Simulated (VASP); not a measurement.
# Zn5In6O14 in VASP: a series of runs, part 2 of 2

VASP 6.6.1. The steps go on from the part before.

### 3 Single point, PBE

File INCAR:

```
SYSTEM = Zn5In6O14
PREC     = Accurate       ! precision mode
ENCUT    = 520            ! plane-wave cutoff, eV
EDIFF    = 1E-6           ! SCF threshold, eV
ISMEAR   = -1             ! smearing method
SIGMA    = 0.05           ! smearing width, eV
LREAL    = Auto         
LASPH    = .TRUE.         ! aspherical terms in the spheres
NELM     = 100            ! most SCF steps
ALGO     = Normal         ! electronic algorithm
ISIF     = 2              ! what is computed and relaxed
LWAVE    = .FALSE.        ! write WAVECAR
LCHARG   = .FALSE.        ! write CHGCAR
GGA      = PE             ! functional
NBANDS   = 129            ! bands
ISYM     = 0
```

File KPOINTS:

```
Automatic mesh
0
G
  1 1 1
  0 0 0
```

File POSCAR:

```
Zn5In6O14
1.0
    7.0438800000     -0.1145760000     -0.0836140000
   -0.1145760000      6.9289560000     -0.0449660000
   -0.0836140000     -0.0449660000      6.7952250000
In O Zn
6 14 5
Direct
    0.2377659245      0.3387572446      0.9125288888
    1.0126397863      0.2401992707      0.4175146023
    0.1761742599      0.8978229108      0.7707846524
    0.8519796528      0.5326400588      0.7300651736
    0.4612137763      0.5025567007      0.4430066544
    0.6316891239      0.9738290921      0.6309104192
    0.7878386341      0.2429395717      0.6548993389
    0.1351097427      0.1109357405      0.0767364440
    0.5964694378      0.7196177995      0.2725167348
    0.4395628556      0.0280414782      0.8571546228
    0.2462101581      0.6721637270      0.9910179766
    0.9338075500      0.4216652858      0.9927117918
    0.8745647955      0.8656797070      0.8316831326
    0.4244655139      0.8363970350      0.3537938315
    0.5566229979      0.6356785842      0.7131233180
    0.1303688629      0.9693137237      0.4780722968
    0.7748174272      0.0706540015      0.2841477085
    0.9332867149      0.5902605443      0.4182066806
    0.2139576665      0.4120193311      0.6040208702
    0.4617527674      0.3548156716      0.1715827861
    0.8417743871      0.1252854453      0.9877061773
    0.4140284406      0.0667023682      0.1614342296
    0.5112051029      0.6381214222     -0.0033487234
    0.0681023166      0.5921910419      0.1858022022
    0.8996708791      0.8520847575      0.3383912857
```

Potentials or basis: VASP PAW PBE potentials, release 64 (In_d, O, Zn).

Started as:

```
$ cat potpaw_PBE.64/In_d/POTCAR potpaw_PBE.64/O/POTCAR potpaw_PBE.64/Zn/POTCAR > POTCAR
$ mpirun -np 1 vasp_gam > vasp.out
```

OUTCAR:

```text
SYSTEM = Zn5In6O14
   PREC = Accurate
   ENCUT = 520
   EDIFF = 1E-6
   ISMEAR = -1
   LREAL = Auto
   LASPH = .TRUE.
   NELM = 100
   ISIF = 2
   GGA = PE
   ISYM = 0

 ion  position               nearest neighbor table
   1  0.238  0.339  0.913-   8 2.07  19 2.17  12 2.31  20 2.33  11 2.36  10 2.65  23 2.83  22 2.84
                            24 2.85  21 3.17   3 3.20   4 3.29   2 3.73   5 3.76   2 3.87
   2  0.013  0.240  0.418-  16 2.12  17 2.19  19 2.19   7 2.29  18 2.51   8 2.65  25 2.82  24 2.94
                             4 3.17  21 3.21   6 3.56   5 3.59   3 3.59   1 3.73   1 3.87
   3  0.176  0.898  0.771-  16 2.08  10 2.10  13 2.18  11 2.24   8 2.56   1 3.20  21 3.25  22 3.29
                             4 3.36  23 3.37   6 3.40  25 3.49   2 3.59   6 3.98
   4  0.852  0.533  0.730-  12 2.03   7 2.10  15 2.22  18 2.25  13 2.40  19 2.86  23 3.14   2 3.17
                             1 3.29   5 3.33  21 3.34   3 3.36  24 3.43  25 3.50   6 3.54
   5  0.461  0.503  0.443-  20 2.10   9 2.13  15 2.13  19 2.16  14 2.42  23 3.21  24 3.32   4 3.33
                             2 3.59   6 3.65   1 3.76
   6  0.632  0.974  0.631-  10 2.11   7 2.14  13 2.31  15 2.46  14 2.51  17 2.67  25 2.91  21 2.97
                             9 2.99   3 3.40  23 3.53   4 3.54   2 3.56   5 3.65   3 3.98
   7  0.788  0.243  0.655-   4 2.10   6 2.14   2 2.29  21 2.44
   8  0.135  0.111  0.077-   1 2.07  22 2.07  21 2.15   3 2.56   2 2.65
[... 320 lines left out ...]
    123       9.2075      0.00000
 [bands above 123 left out]

------------------------ aborting loop because EDIFF is reached ----------------------------------------

  FORCE on cell =-STRESS in cart. coord.  units (eV):
  Direction    XX          YY          ZZ          XY          YZ          ZX
  --------------------------------------------------------------------------------------
  -------------------------------------------------------------------------------------
  Total       11.8002656     15.0476780     -0.4254485      0.4187050      3.5153242      0.6035909
  in kB       57.0320320     72.7271468     -2.0562413      2.0236492     16.9899637      2.9172237
  external PRESSURE =      42.5676458 kB  Pullay stress =       0.0000000 kB

 VOLUME and BASIS-vectors are now :
 -----------------------------------------------------------------------------
  energy-cutoff  :      520.00
  volume of cell :      331.50
      direct lattice vectors                 reciprocal lattice vectors
     7.043880000 -0.114576000 -0.083614000     0.142026529  0.002359968  0.001763227
    -0.114576000  6.928956000 -0.044966000     0.002359968  0.144367298  0.000984360
    -0.083614000 -0.044966000  6.795225000     0.001763227  0.000984360  0.147190372

 POSITION                                       TOTAL-FORCE (eV/Angst)
 -----------------------------------------------------------------------------------
      1.55968      2.27896      6.16573         0.521775      0.711112     -0.686606
      0.02660      1.64411      2.82525        -0.270003      0.227624      0.059534
      1.07363      6.16613      5.18255        -0.660083     -0.585400      0.785605
      5.87917      3.56019      4.86577        -0.431984      1.591726     -0.687726
      3.15411      3.40943      2.94917        -0.472773     -0.778784      0.729328
      4.28521      6.64687      4.19057        -0.042567     -0.391764     -0.099099
[... 17 lines left out ...]
      0.39632      4.08711      1.23024         0.568507      0.089534     -0.648766
      6.21125      5.78576      2.18591         0.013121     -1.011116      0.381981
 -----------------------------------------------------------------------------------
    total drift:                               -0.020600      0.002625     -0.011991

  FREE ENERGIE OF THE ION-ELECTRON SYSTEM (eV)
  ---------------------------------------------------
  free  energy   TOTEN  =      -116.9906600910 eV

  energy  without entropy=     -116.9906600909  energy(sigma->0) =     -116.99066009
```

stdout:

```text
POSCAR found type information on POSCAR InO Zn
 POSCAR found :  3 types and      25 ions
 scaLAPACK will be used
 LDA part: xc-table for (Slater+PW92), standard interpolation
 POSCAR, INCAR and KPOINTS ok, starting setup
 FFT: planning ... GRIDC
 FFT: planning ... GRID_SOFT
 FFT: planning ... GRID
 WAVECAR not read
 entering main loop
```

It took 2.8 min on 1 thread of AMD EPYC 7R13, shared host; peak memory 0.34 GiB.

Results:

```yaml
Free_energy: -116.9907 eV
Pressure: 4.3 GPa
Largest_force: 1.840 eV/Å
Band_gap_on_the_k_mesh: 2.93 eV
```

Forces on the atoms (eV/Å):
```
In   0.522  0.711 -0.687
In  -0.270  0.228  0.060
In  -0.660 -0.585  0.786
In  -0.432  1.592 -0.688
In  -0.473 -0.779  0.729
In  -0.043 -0.392 -0.099
O    0.074 -0.330 -0.108
O   -0.394 -0.363  0.147
O   -0.021  0.734 -0.463
O    0.236  0.692 -0.059
O   -0.965 -0.107 -0.401
O   -0.040 -0.707  0.537
O   -0.205 -0.341 -0.455
O    0.845  0.287 -0.086
O    0.926  0.070 -0.306
O    0.220  0.073  0.444
O   -0.798  1.397 -0.892
O   -0.405 -0.420  0.580
O   -0.014 -0.591  0.307
O   -0.390 -0.081 -0.476
Zn   0.417  0.203  0.411
Zn   0.287 -0.432  0.518
Zn   1.002  0.063  0.468
Zn   0.569  0.090 -0.649
Zn   0.013 -1.011  0.382
```

Levels at points of the mesh, in eV from the valence-band top:
```
           k point  band 107  band 108  band 109  band 110  band 111  band 112  band 113  band 114  band 115  band 116
(0.00, 0.00, 0.00)     -0.52     -0.40     -0.35     -0.08      0.00      2.93      3.12      3.35      3.69      4.02
```

Caveat: the k points lie up to 0.92 Å⁻¹ apart; spin-orbit coupling is left out, which moves the levels of the heavy elements.
